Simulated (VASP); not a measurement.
# Mg (P6_3/mmc) in VASP: further runs

Mg is run at these levels: PBE, BLYP; tasks: single point.

All numbers are computed with VASP 6.6.1; they aren't measurements. Logs are shortened: lines on timing, memory, paths and dates and some standing lists are left out, and cuts for length are marked.

### Step 1. The cell of the first run

It takes space group P6_3/mmc (No. 194, hexagonal). The conventional cell has a = 3.209 Å, b = 3.209 Å, c = 5.210 Å, α = 90.00°, β = 90.00°, γ = 120.00°. Mg (site symmetry -6m2) has 12 Mg at 3.20 to 3.21 Å within 4.2 Å.

### Step 2. Single point, PBE

Contents of INCAR:

```
SYSTEM = Mg
  PREC = Accurate
  ENCUT = 600
  EDIFF = 1E-6
  ISMEAR = 1
  SIGMA = 0.05
  LREAL = .FALSE.
  LASPH = .TRUE.
  NELM = 120
  ALGO = Normal
  ISIF = 2
  LWAVE = .FALSE.
  LCHARG = .FALSE.
  GGA = PE
  NBANDS = 9
  GGA_COMPAT = .FALSE.
```

Contents of KPOINTS:

```
regular mesh
0
G
  11 11 6
  0 0 0
```

Contents of POSCAR:

```
Mg
1.0
    3.2093000000      0.0000000000      0.0000000000
   -1.6046500000      2.7793353284      0.0000000000
    0.0000000000      0.0000000000      5.2103000000
Mg
2
Direct
    0.3333330000      0.6666670000      0.2500000000
    0.6666670000      0.3333330000      0.7500000000
```

Potentials or basis: VASP PAW PBE potentials, release 64 (Mg).

The run is started by

```
$ cat potpaw_PBE.64/Mg/POTCAR > POTCAR
$ mpirun -np 1 vasp_std > vasp.out
```

OUTCAR:

```text
SYSTEM = Mg
   PREC = Accurate
   ENCUT = 600
   EDIFF = 1E-6
   ISMEAR = 1
   LREAL = .FALSE.
   LASPH = .TRUE.
   NELM = 120
   ISIF = 2
   GGA = PE

 ion  position               nearest neighbor table
   1  0.333  0.667  0.250-   2 3.20   2 3.20   2 3.20   2 3.20   2 3.20   2 3.20
   2  0.667  0.333  0.750-   1 3.20   1 3.20   1 3.20   1 3.20   1 3.20   1 3.20

  LATTYP: Found a hexagonal cell.
 ALAT       =     3.2093000000
 C/A-ratio  =     1.6235004518

  Lattice vectors:

 A1 = (   3.2093000000,   0.0000000000,   0.0000000000)
 A2 = (  -1.6046500000,   2.7793353284,   0.0000000000)
 A3 = (   0.0000000000,   0.0000000000,   5.2103000000)

Analysis of symmetry for initial positions (statically):
=====================================================================
 Subroutine PRICEL returns:
 Original cell was already a primitive cell.

 Routine SETGRP: Setting up the symmetry group for a
 hexagonal supercell.

 Subroutine GETGRP returns: Found 24 space group operations
 (whereof 12 operations were pure point group operations)
 out of a pool of 24 trial point group operations.

The static configuration has the point symmetry D_3d.
 The point group associated with its full space group is D_6h.

Analysis of symmetry for dynamics (positions and initial velocities):
=====================================================================
 Subroutine PRICEL returns:
 Original cell was already a primitive cell.

 Routine SETGRP: Setting up the symmetry group for a
 hexagonal supercell.

 Subroutine GETGRP returns: Found 24 space group operations
 (whereof 12 operations were pure point group operations)
 out of a pool of 24 trial point group operations.

The dynamic configuration has the point symmetry D_3d.
 The point group associated with its full space group is D_6h.

 Subroutine INISYM returns: Found 24 space group operations
 (whereof 12 operations are pure point group operations),
 and found     1 'primitive' translations

----------------------------------------------------------------------------------------

                                     Primitive cell

  volume of cell :      46.4744

  direct lattice vectors                    reciprocal lattice vectors
     3.209300000  0.000000000  0.000000000     0.311594429  0.179899127  0.000000000
    -1.604650000  2.779335328  0.000000000     0.000000000  0.359798255  0.000000000
     0.000000000  0.000000000  5.210300000     0.000000000  0.000000000  0.191927528
[... 89 lines left out ...]
   NFREE  =      0    steps in history (QN), initial steepest desc. (CG)
   ISIF   =      2    stress and relaxation
   ISYM   =      2    0-nonsym 1-usesym 2-fastsym
   POTIM  = 0.5000    time-step for ionic-motion
   TEBEG  =    0.0;   TEEND  =   0.0 temperature during run
   PSTRESS=    0.0 pullay stress
   NELECT =       4.0000    total number of electrons
   NUPDOWN=      -1.0000    fix difference up-down
   EMIN   =  10.00;   EMAX   =-10.00  energy-range for DOS
   EFERMI =   0.00;   METHOD = LEGACY
   ISMEAR =     1;   SIGMA  =   0.05  broadening in eV -4-tet -1-fermi 0-gaus
   EFERMI_NEDOS =   21; number of points for ismear=-14 and -15
   IALGO  =     38    algorithm
   IMIX   =      4    mixing-type and parameters
     AMIX     =   0.40;   BMIX     =  1.00
     AMIX_MAG =   1.60;   BMIX_MAG =  1.00
  volume/ion in A,a.u.               =      23.24       156.81
  Fermi-wavevector in a.u.,A,eV,Ry     =   0.722809  1.365911  7.108401  0.522453
  Thomas-Fermi vector in A             =   1.812866
   LORBIT       =      0    0 simple, 1 ext, 2 COOP (PROOUT), +10 PAW based schemes
   GGA     = PE    functional components
   LHFCALC =     F    Hartree Fock is set to
   AEXX    =    0.0000 exact exchange contribution
   IVDW    =     0    specifies the selected vdW correction
   LEPSILON=     F    determine dielectric tensor
   LRPA    =     F    only Hartree local field effects (RPA)
 non-spin polarized calculation
 Methfessel and Paxton  Order N= 1 SIGMA  =   0.05
  energy-cutoff  :      600.00
  volume of cell :       46.47
 maximum number of plane-waves:      1571
 NGX is ok and might be reduce to    28
   NGX = 13   NGY = 13   NGZ = 21

 number of electron       4.0000000 magnetization

 Free energy of the ion-electron system (eV)
  ---------------------------------------------------
  ext. energy  EPLUGINS =         0.00000000
  ---------------------------------------------------
  free energy    TOTEN  =        -3.03072977 eV

  energy without entropy =       -3.03074425  energy(sigma->0) =       -3.03073460

 E-fermi :   2.4742     XC(G=0):  -8.4536

 val. band max:        2.4475178637   @ k =   0.3636   0.2727   0.5000
 cond. band min:       2.6805938875   @ k =   0.1818   0.1818   0.0000
 fundamental gap:      0.2330760239
 Fermi energy:         2.4741676887

 k-point     1 :       0.0000    0.0000    0.0000
  band No.  band energies     occupation
      1      -4.3089      2.00000
      2       0.9062      2.00000
      3       1.3295      2.00000
      4      13.4393      0.00000
      5      13.4393      0.00000
      6      13.5286      0.00000
      7      13.5286      0.00000
      8      14.3308      0.00000
      9      15.8819      0.00000
[... 265 lines left out ...]
 k-point    24 :       0.1818    0.0909    0.1667
  band No.  band energies     occupation
      1      -3.0326      2.00000
      2       0.5521      2.00000
      3       4.0381      0.00000
      4       7.1904      0.00000
      5       8.7470      0.00000
      6      10.5811      0.00000
      7      12.0640      0.00000
      8      13.4079      0.00000
      9      13.8895      0.00000

 [... further k-points ...]

------------------------ aborting loop because EDIFF is reached ----------------------------------------

  FORCE on cell =-STRESS in cart. coord.  units (eV):
  Direction    XX          YY          ZZ          XY          YZ          ZX
  --------------------------------------------------------------------------------------
  -------------------------------------------------------------------------------------
  Total       -0.1845012     -0.1845012     -0.1726976      0.0000000     -0.0000000      0.0000000
  in kB       -6.3605677     -6.3605677     -5.9536455      0.0000000     -0.0000000      0.0000000
  external PRESSURE =      -6.2249270 kB  Pullay stress =       0.0000000 kB

 VOLUME and BASIS-vectors are now :
 -----------------------------------------------------------------------------
  energy-cutoff  :      600.00
  volume of cell :       46.47
      direct lattice vectors                 reciprocal lattice vectors
     3.209300000  0.000000000  0.000000000     0.311594429  0.179899127  0.000000000
    -1.604650000  2.779335328  0.000000000     0.000000000  0.359798255  0.000000000
     0.000000000  0.000000000  5.210300000     0.000000000  0.000000000  0.191927528

 POSITION                                       TOTAL-FORCE (eV/Angst)
 -----------------------------------------------------------------------------------
     -0.00000      1.85289      1.30258         0.000000      0.000000      0.000000
      1.60465      0.92644      3.90773        -0.000000     -0.000000      0.000000
 -----------------------------------------------------------------------------------
    total drift:                                0.000004     -0.000004      0.000001

  FREE ENERGIE OF THE ION-ELECTRON SYSTEM (eV)
  ---------------------------------------------------
  free  energy   TOTEN  =        -3.0307297686 eV

  energy  without entropy=       -3.0307442482  energy(sigma->0) =       -3.03073460
```

OSZICAR:

```text
N       E                     dE             d eps       ncg     rms          rms(c)
DAV:   1     0.115553776495E+00    0.11555E+00   -0.14307E+03  1152   0.355E+02
DAV:   2    -0.298949448376E+01   -0.31050E+01   -0.29782E+01  1572   0.288E+01
DAV:   3    -0.304393250575E+01   -0.54438E-01   -0.54164E-01  1468   0.290E+00
DAV:   4    -0.304411079908E+01   -0.17829E-03   -0.17829E-03  1513   0.166E-01
DAV:   5    -0.304411140491E+01   -0.60583E-06   -0.60570E-06  1401   0.101E-02    0.965E-01
DAV:   6    -0.303817673355E+01    0.59347E-02   -0.64823E-04  1385   0.202E-01    0.618E-01
DAV:   7    -0.303071831328E+01    0.74584E-02   -0.25093E-03  1183   0.352E-01    0.342E-02
DAV:   8    -0.303073116883E+01   -0.12856E-04   -0.16486E-05  1665   0.248E-02    0.767E-03
DAV:   9    -0.303073002763E+01    0.11412E-05   -0.12374E-06  1257   0.535E-03    0.616E-04
DAV:  10    -0.303072976861E+01    0.25902E-06   -0.54286E-09   717   0.454E-04
   1 F= -.30307298E+01 E0= -.30307346E+01  d E =0.144796E-04
```

stdout:

```text
POSCAR found type information on POSCAR Mg
 POSCAR found :  1 types and       2 ions
 scaLAPACK will be used
 LDA part: xc-table for (Slater+PW92), standard interpolation
 POSCAR, INCAR and KPOINTS ok, starting setup
 FFT: planning ... GRIDC
 FFT: planning ... GRID_SOFT
 FFT: planning ... GRID
 WAVECAR not read
 entering main loop
```

It took 38 s on 1 thread of Intel Xeon 8259CL, shared host; peak memory 0.18 GiB.

What came out:

- Free energy: -3.0307 eV
- Pressure: -0.6 GPa
- Band gap on the k mesh: zero (bands 2 and 3 overlap by 2.11 eV)

Levels at points of the mesh, in eV from the Fermi level:
```csv
k point,band 1,band 2,band 3,band 4,band 5
"(0.00, 0.00, 0.00)",-6.78,-1.57,-1.14,10.97,10.97
"(0.00, 0.00, 0.50)",-5.40,-5.40,5.09,5.09,11.71
```

### Step 3. Single point, BLYP

Contents of INCAR:

```
PREC = Accurate
ENCUT = 600
EDIFF = 1E-6
ISMEAR = 1
SIGMA = 0.05
LREAL = False
LASPH = True
NELM = 120
ALGO = Normal
ISIF = 2
LWAVE = False
LCHARG = False
GGA = B5
ALDAX = 1.0
AGGAX = 1.0
AGGAC = 1.0
ALDAC = 0.0
NBANDS = 9
GGA_COMPAT = False
```

Contents of KPOINTS:

```
regular mesh
0
Gamma
  11 11 6
```

POSCAR is that of step 2.

Potentials or basis: VASP PAW PBE potentials, release 64 (Mg).

The run is started by

```
$ cat potpaw_PBE.64/Mg/POTCAR > POTCAR
$ mpirun -np 1 vasp_std > vasp.out
```

OUTCAR:

```text
PREC = Accurate
   ENCUT = 600
   EDIFF = 1E-6
   ISMEAR = 1
   LREAL = False
   LASPH = True
   NELM = 120
   ISIF = 2
   GGA = B5

 ion  position               nearest neighbor table
   1  0.333  0.667  0.250-   2 3.20   2 3.20   2 3.20   2 3.20   2 3.20   2 3.20
   2  0.667  0.333  0.750-   1 3.20   1 3.20   1 3.20   1 3.20   1 3.20   1 3.20

  LATTYP: Found a hexagonal cell.
 ALAT       =     3.2093000000
 C/A-ratio  =     1.6235004518

  Lattice vectors:

[... 477 lines left out ...]

------------------------ aborting loop because EDIFF is reached ----------------------------------------

  FORCE on cell =-STRESS in cart. coord.  units (eV):
  Direction    XX          YY          ZZ          XY          YZ          ZX
  --------------------------------------------------------------------------------------
  -------------------------------------------------------------------------------------
  Total        0.0468998      0.0468998      0.0289153      0.0000000      0.0000000      0.0000000
  in kB        1.6168435      1.6168435      0.9968375      0.0000000      0.0000000      0.0000000
  external PRESSURE =       1.4101748 kB  Pullay stress =       0.0000000 kB

 VOLUME and BASIS-vectors are now :
 -----------------------------------------------------------------------------
  energy-cutoff  :      600.00
  volume of cell :       46.47
      direct lattice vectors                 reciprocal lattice vectors
     3.209300000  0.000000000  0.000000000     0.311594429  0.179899127  0.000000000
    -1.604650000  2.779335328  0.000000000     0.000000000  0.359798255  0.000000000
     0.000000000  0.000000000  5.210300000     0.000000000  0.000000000  0.191927528

 POSITION                                       TOTAL-FORCE (eV/Angst)
 -----------------------------------------------------------------------------------
     -0.00000      1.85289      1.30258         0.000000      0.000000      0.000000
      1.60465      0.92644      3.90773         0.000000     -0.000000      0.000000
 -----------------------------------------------------------------------------------
    total drift:                                0.000004     -0.000004      0.000001

  FREE ENERGIE OF THE ION-ELECTRON SYSTEM (eV)
  ---------------------------------------------------
  free  energy   TOTEN  =        -1.5105864319 eV

  energy  without entropy=       -1.5105406619  energy(sigma->0) =       -1.51057118
```

OSZICAR:

```text
N       E                     dE             d eps       ncg     rms          rms(c)
DAV:   1     0.173252627928E+01    0.17325E+01   -0.14377E+03  1152   0.355E+02
DAV:   2    -0.143143522021E+01   -0.31640E+01   -0.30306E+01  1554   0.290E+01
DAV:   3    -0.148864877342E+01   -0.57214E-01   -0.57125E-01  1508   0.302E+00
DAV:   4    -0.148883156334E+01   -0.18279E-03   -0.18279E-03  1500   0.166E-01
DAV:   5    -0.148883223996E+01   -0.67663E-06   -0.67652E-06  1445   0.107E-02    0.787E-01
DAV:   6    -0.149954539027E+01   -0.10713E-01   -0.50369E-03  1363   0.388E-01    0.522E-01
DAV:   7    -0.151048023682E+01   -0.10935E-01   -0.21904E-02  1262   0.860E-01    0.486E-02
DAV:   8    -0.151057688892E+01   -0.96652E-04   -0.23152E-04  1414   0.942E-02    0.102E-02
DAV:   9    -0.151058549146E+01   -0.86025E-05   -0.91833E-06  1454   0.197E-02    0.401E-03
DAV:  10    -0.151058643191E+01   -0.94045E-06   -0.21450E-06  1366   0.947E-03
   1 F= -.15105864E+01 E0= -.15105712E+01  d E =-.457700E-04
```

stdout:

```text
POSCAR found type information on POSCAR Mg
 POSCAR found :  1 types and       2 ions
 scaLAPACK will be used
 -----------------------------------------------------------------------------
|                                                                             |
|                                                                             |
|     You enforced a specific xc type in the INCAR file but a different       |
|     I HOPE YOU KNOW WHAT YOU ARE DOING!                                     |
|                                                                             |
 -----------------------------------------------------------------------------

 LDA part: xc-table for (Slater(with rela. corr.)+VWN5), standard interpolation
 POSCAR, INCAR and KPOINTS ok, starting setup
 FFT: planning ... GRIDC
 FFT: planning ... GRID_SOFT
 FFT: planning ... GRID
 WAVECAR not read
 entering main loop
```

Wall time 58 s (1 thread of Intel Xeon 8259CL, shared host); peak memory 0.18 GiB.

What came out:

```
Free energy            : -1.5106 eV
Pressure               : 0.1 GPa
Band gap on the k mesh : zero (bands 2 and 3 overlap by 2.19 eV)
```

Levels at points of the mesh, in eV from the Fermi level:
```tsv
k point	band 1	band 2	band 3	band 4	band 5	band 6
(0.00, 0.00, 0.00)	-6.79	-1.51	-1.23	10.92	10.92	10.95
(0.00, 0.00, 0.50)	-5.41	-5.41	5.06	5.06	11.66	11.66
```

Caveat: the PAW data sets were made with another functional, which shifts forces and pressure a little.

The gap in the log of VASP goes by the Fermi energy; the results here count the filled bands.